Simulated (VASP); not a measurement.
# Bi (P-1) in VASP: a series of runs, part 2 of 2

VASP 6.6.1.

## 3. Electric field gradients, PBEsol (equal xy, yz and zx shear strains of -1 %)

Contents of INCAR:

```
SYSTEM = Bi
  PREC = Accurate
  ENCUT = 520
  EDIFF = 1E-8
  ISMEAR = -1
  SIGMA = 0.08
  LREAL = .False.
  LASPH = .True.
  NELM = 100
  ALGO = Normal
  ISIF = 2
  LWAVE = .False.
  LCHARG = .False.
  GGA = PS
  LEFG = .True.
  NBANDS = 22
```

Contents of KPOINTS:

```
Automatic mesh
0
Gamma
  9 9 3
  0 0 0
```

Contents of POSCAR:

```
Bi
1.0
    4.5390002997     -0.0226950015     -0.0226950015
   -2.2891545977      3.9422370682     -0.0083069471
   -0.0591450000     -0.0591450000     11.8290000000
Bi
2
Direct
    0.3333333333      0.6666666667      0.2500000000
    0.6666666667      0.3333333333      0.7500000000
```

Potentials or basis: VASP PAW PBE potentials, release 64 (Bi_d).

On the command line:

```bash
cat potpaw_PBE.64/Bi_d/POTCAR > POTCAR
mpirun -np 1 vasp_std > vasp.out
```

OUTCAR:

```text
SYSTEM = Bi
   PREC = Accurate
   ENCUT = 520
   EDIFF = 1E-8
   ISMEAR = -1
   LREAL = .False.
   LASPH = .True.
   NELM = 100
   ISIF = 2
   GGA = PS

 ion  position               nearest neighbor table
   1  0.333  0.667  0.250-
   2  0.667  0.333  0.750-

  LATTYP: Found a triclinic cell.
 ALAT       =     4.5194664305
 B/A-ratio  =     1.0043472704
 C/A-ratio  =     2.6174097990
 COS(alpha) =     0.0099745013
 COS(beta)  =     0.0136846555
 COS(gamma) =     0.4934979113

  Lattice vectors:

 A1 = (   2.2498457020,   3.9195420667,  -0.0310019486)
 A2 = (   4.5390002997,  -0.0226950015,  -0.0226950015)
 A3 = (   0.0591450000,   0.0591450000, -11.8290000000)

Analysis of symmetry for initial positions (statically):
=====================================================================
 Subroutine PRICEL returns:
 Original cell was already a primitive cell.

 Routine SETGRP: Setting up the symmetry group for a
 triclinic supercell.

 Subroutine GETGRP returns: Found  2 space group operations
 (whereof  2 operations were pure point group operations)
 out of a pool of  2 trial point group operations.

The static configuration has the point symmetry S_2 .

Analysis of symmetry for dynamics (positions and initial velocities):
=====================================================================
 Subroutine PRICEL returns:
 Original cell was already a primitive cell.

 Routine SETGRP: Setting up the symmetry group for a
 triclinic supercell.

[... 156 lines left out ...]
 fundamental gap:      0.0027240653
 Fermi energy:        -1.1440655001

 k-point     1 :       0.0000    0.0000    0.0000
  band No.  band energies     occupation
      1     -23.9177      2.00000
      2     -23.9177      2.00000
      3     -23.9173      2.00000
      4     -23.9173      2.00000
      5     -23.9075      2.00000
      6     -23.9075      2.00000
[... 589 lines left out ...]
     21       4.3238      0.00000
     22       4.8457      0.00000

 [... further k-points ...]

------------------------ aborting loop because EDIFF is reached ----------------------------------------

  FORCE on cell =-STRESS in cart. coord.  units (eV):
  Direction    XX          YY          ZZ          XY          YZ          ZX
  --------------------------------------------------------------------------------------
  -------------------------------------------------------------------------------------
  Total       -6.5920650     -6.5951092     -0.5077070     -0.0537589      0.0271458      0.0271905
  in kB      -50.0455724    -50.0686831     -3.8544052     -0.4081259      0.2060851      0.2064246
  external PRESSURE =     -34.6562202 kB  Pullay stress =       0.0000000 kB

 VOLUME and BASIS-vectors are now :
 -----------------------------------------------------------------------------
  energy-cutoff  :      520.00
  volume of cell :      211.04
      direct lattice vectors                 reciprocal lattice vectors
     4.539000300 -0.022695001 -0.022695001     0.220963118  0.128311219  0.001746372
    -2.289154598  3.942237068 -0.008306947     0.001278433  0.254408127  0.001278433
    -0.059145000 -0.059145000 11.829000000     0.000424835  0.000424835  0.084542248

 POSITION                                       TOTAL-FORCE (eV/Angst)
 -----------------------------------------------------------------------------------
     -0.02789      2.60581      2.94415        -0.000543     -0.000007     -0.000093
      2.21859      1.25459      8.85385         0.000543      0.000007      0.000093
 -----------------------------------------------------------------------------------
    total drift:                               -0.000000      0.000000      0.000000

  FREE ENERGIE OF THE ION-ELECTRON SYSTEM (eV)
  ---------------------------------------------------
  free  energy   TOTEN  =        -3.4465024680 eV

  energy  without entropy=       -3.2925879956  energy(sigma->0) =       -3.36954523

 Electric field gradients (V/A^2)
---------------------------------------------------------------------
 ion       V_xx      V_yy      V_zz      V_xy      V_xz      V_yz
---------------------------------------------------------------------
   1     112.798   112.790  -225.588    -5.186    -1.632    -1.632
   2     112.798   112.790  -225.588    -5.186    -1.632    -1.632
---------------------------------------------------------------------

 Electric field gradients after diagonalization (V/A^2)
 (convention: |V_zz| > |V_xx| > |V_yy|)
----------------------------------------------------------------------
 ion       V_xx      V_yy      V_zz     asymmetry (V_yy - V_xx)/ V_zz
----------------------------------------------------------------------
   1     117.981   107.624  -225.604       0.046
   2     117.981   107.624  -225.604       0.046
----------------------------------------------------------------------

           NMR quadrupolar parameters

 Cq : quadrupolar parameter    Cq=e*Q*V_zz/h
 eta: asymmetry parameters     (V_yy - V_xx)/ V_zz
 Q  : nuclear electric quadrupole moment in mb (millibarn)
----------------------------------------------------------------------
 ion       Cq(MHz)       eta       Q (mb)
----------------------------------------------------------------------
   1      -0.546       0.046       1.000
   2      -0.546       0.046       1.000
----------------------------------------------------------------------
```

stdout:

```text
POSCAR found type information on POSCAR Bi
 POSCAR found :  1 types and       2 ions
 scaLAPACK will be used
 -----------------------------------------------------------------------------
[... 27 lines left out ...]
     0.0000950    -0.0052418    -0.0058424    -0.6961034    -0.0058431    -0.0000817
     0.0001308    -0.0052418    -0.0058424    -0.6961033    -0.0058431    -0.0000817
     0.0001801    -0.0052418    -0.0058424    -0.6961032    -0.0058431    -0.0000817

     0.0000690     4.7360400     1.4932286   178.7750147     1.4929855    -0.0045918
     0.0000950     4.7321555     1.4919067   178.6168533     1.4916638    -0.0045900
     0.0001308     4.7263094     1.4899137   178.3783994     1.4896711    -0.0045874
     0.0001801     4.7175495     1.4869220   178.0204623     1.4866799    -0.0045835
```

It took 4.1 min on 1 thread of Intel Xeon Platinum 8488C (Sapphire Rapids), shared host; peak memory 0.63 GiB.

Results:

```
Free energy                             : -3.4465 eV
Pressure                                : -3.5 GPa
Band gap on the k mesh                  : zero (bands 15 and 16 overlap by 2.12 eV)
Largest electric field gradient by atom : Bi -225.6 V/Å²
```

Stress tensor (GPa, compression positive):
```
-5.00 -0.04  0.02
-0.04 -5.01  0.02
 0.02  0.02 -0.39
```

Levels at points of the mesh, in eV from the Fermi level:
```
           k point  band 13  band 14  band 15  band 16  band 17  band 18
(0.00, 0.00, 0.00)    -0.83    -0.33     1.39     1.40     1.43     1.44
```

Electric field gradients, principal values (V/Å²):
| atom | least | middle | greatest (by size) |
| --- | --- | --- | --- |
| 1 Bi | 107.624 | 117.981 | -225.604 |
| 2 Bi | 107.624 | 117.981 | -225.604 |

Caveat: the cell differs from its parent crystal (equal xy, yz and zx shear strains of -1 %); the cell stands under tension; without QUAD_EFG the Cq values of the log hold for a quadrupole moment of 1 mb, not for the nuclei; the PAW data sets were made with another functional, which shifts forces and pressure a little; spin-orbit coupling is left out, which moves the levels of the heavy elements.
